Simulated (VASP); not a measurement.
Input of a VASP 6.6.1 run:

The input INCAR:

```
SYSTEM = LiBe
PREC = Accurate
ENCUT = 600
EDIFF = 1E-6
ISMEAR = -1
SIGMA = 0.1
LREAL = .False.
LASPH = .True.
NELM = 60
ALGO = Normal
ISIF = 3
LWAVE = .False.
LCHARG = .False.
GGA = PE
IBRION = 2
NSW = 80
EDIFFG = -0.03
PSTRESS = 200.0
```

The input KPOINTS:

```
regular mesh
0
Gamma
  18 18 13
  0 0 0
```

File POSCAR:

```
LiBe
1.0
    2.6100000000      0.0000000000      0.0000000000
    0.0000000000      2.6100000000      0.0000000000
    0.0000000000      0.0000000000      3.5235000000
Li Be
1 1
Direct
    0.0000000000      0.0000000000      0.0000000000
    0.5000000000      0.5000000000      0.5000000000
```

Potentials or basis: VASP PAW PBE potentials, release 64 (Li_sv, Be).

Run with:

```console
$ cat potpaw_PBE.64/Li_sv/POTCAR potpaw_PBE.64/Be/POTCAR > POTCAR
$ mpirun -np 1 vasp_std > vasp.out
```

(1) Estimate the relaxed volume.

(2) Predict the relaxed cell.

Results:

(1) 8.58 Å³/atom.

(2) a = 2.132 Å, b = 2.132 Å, c = 3.775 Å, α = 90.00°, β = 90.00°, γ = 90.00°.

Caveat: the cutoff is under 1.25 times the usual one of these potentials, so pressure, stress and relaxed cells hold a basis-set (Pulay) error; the cell is relaxed towards a set pressure, so the run minimises the enthalpy, not the energy; the volume moved by over 15 % at a fixed basis, so the end points are rough.
